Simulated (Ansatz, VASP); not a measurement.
# NaI: VASP beside Ansatz

```xyz
2
Lattice="0.0000 3.2334 3.2334 3.2334 0.0000 3.2334 3.2334 3.2334 0.0000" Properties=species:S:1:pos:R:3 pbc="T T T"
Na    0.0000    0.0000    0.0000
I     3.2334    3.2334    3.2334
```

Alike in both runs: functional r2SCAN; k mesh 12 × 12 × 12; occupations fermi-dirac, width 0.05 eV; no spin polarisation.

Ansatz relaxed the structure, and its values are those at the end. VASP's run is a single point on that final structure, the one shown.

```csv
,VASP,Ansatz
version,VASP 6.6.1,Ansatz 0.2.0
potentials or method,"VASP PAW PBE potentials, release 64 (Na_pv, I)","PAW with Ansatz's default frozen-core files, scalar-relativistic"
plane-wave cutoff (eV),520,500
valence electrons in the cell,14,26
```

```csv
,VASP,Ansatz,Ansatz less VASP
pressure (GPa),-0.1,0.0,+0.09
```

VASP's potentials were made for PBE, not for r2SCAN. With one functional, cell and mesh, what is left measures potentials, basis and numerics. VASP's potentials hold 14 valence electrons a cell and Ansatz's 26, so a difference there can come from the potentials and not from the codes.

Spin-orbit coupling is off throughout.
